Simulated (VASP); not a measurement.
Crystal: Te.

```
CELL_PARAMETERS angstrom
3.44206 0.00000 0.00000
-1.72103 2.98092 0.00000
0.00000 0.00000 11.24178
ATOMIC_POSITIONS crystal
Te 0.00000 0.00000 0.00000
Te 0.00000 0.00000 0.50000
Te 0.33333 0.66667 0.25000
Te 0.66667 0.33333 0.75000
```

This isn't the form of Te at room conditions, which is trigonal, of chains.

| Property | Result |
| --- | --- |
| Program | VASP 6.6.1 |
| Task | relaxation of cell and atoms |
| Functional | LDA |
| Potentials or basis | VASP PAW LDA potentials, release 64 (Te) |
| Cutoff | 600 eV |
| k mesh | 11 × 11 × 3 |
| Occupations | fermi-dirac, width 0.1 eV |
| Spin | no spin polarisation |

At the start: pressure -4.8 GPa; volume 28.84 Å³/atom.

Task: Where does the relaxation end?

Result: Over 25 steps the energy falls by 237.6 meV/atom and the volume is 29.48 Å³/atom (+2.2 %); space group P6_3/mmc (No. 194, to 0.1 Å) before and after.

Step by step:
| step | energy change (eV) | largest force (eV/Å) | pressure (GPa) | volume (Å³) |
| --- | --- | --- | --- | --- |
| 1 | 0.0000 | 0.0000 | -4.76 | 115.35 |
| 2 | -0.1424 | 0.0000 | 2.89 | 101.62 |
| 3 | -0.1706 | 0.0000 | 0.27 | 105.24 |
| 4 | -0.1992 | 0.0000 | 0.45 | 104.96 |
| 5 | -0.3126 | 0.0000 | 1.90 | 103.89 |
| 6 | -0.5056 | 0.0000 | 8.13 | 100.64 |
| 7 | -0.5089 | 0.0000 | 8.16 | 100.68 |
| 8 | -0.5182 | 0.0000 | 8.28 | 100.78 |
| 9 | -0.5336 | 0.0000 | 8.52 | 100.97 |
| 10 | -0.5508 | 0.0000 | 9.12 | 101.33 |
| 11 | -0.5329 | 0.0000 | 10.49 | 101.89 |
| 12 | -0.5509 | 0.0000 | 9.78 | 101.63 |
| 13 | -0.5840 | 0.0000 | 9.30 | 102.26 |
| 14 | -0.6732 | 0.0000 | 7.91 | 104.14 |
| 15 | -0.8092 | 0.0000 | 5.44 | 107.93 |
| 16 | -0.9373 | 0.0000 | 1.49 | 115.62 |
| 17 | -0.9460 | 0.0000 | 0.50 | 118.00 |
| 18 | -0.9463 | 0.0000 | 0.27 | 118.59 |
| 19 | -0.9467 | 0.0000 | 0.25 | 118.56 |
| 20 | -0.9478 | 0.0000 | 0.18 | 118.50 |
| 21 | -0.9494 | 0.0000 | 0.05 | 118.36 |
| 22 | -0.9500 | 0.0000 | -0.20 | 118.06 |
| 23 | -0.9503 | 0.0000 | -0.09 | 118.18 |
| 24 | -0.9503 | 0.0000 | -0.11 | 118.17 |
| 25 | -0.9504 | 0.0000 | -0.03 | 117.92 |

Final structure:
```xyz
4
Lattice="3.9922 0.0000 0.0000 -1.9961 3.4574 0.0000 0.0000 0.0000 8.5434" Properties=species:S:1:pos:R:3 pbc="T T T"
Te    0.0000    0.0000    0.0000
Te    0.0000    0.0000    4.2717
Te    0.0000    2.3049    2.1358
Te    1.9961    1.1525    6.4075
```

Caveat: a cell axis changed by over 15 % at a fixed basis, so the end point is rough.
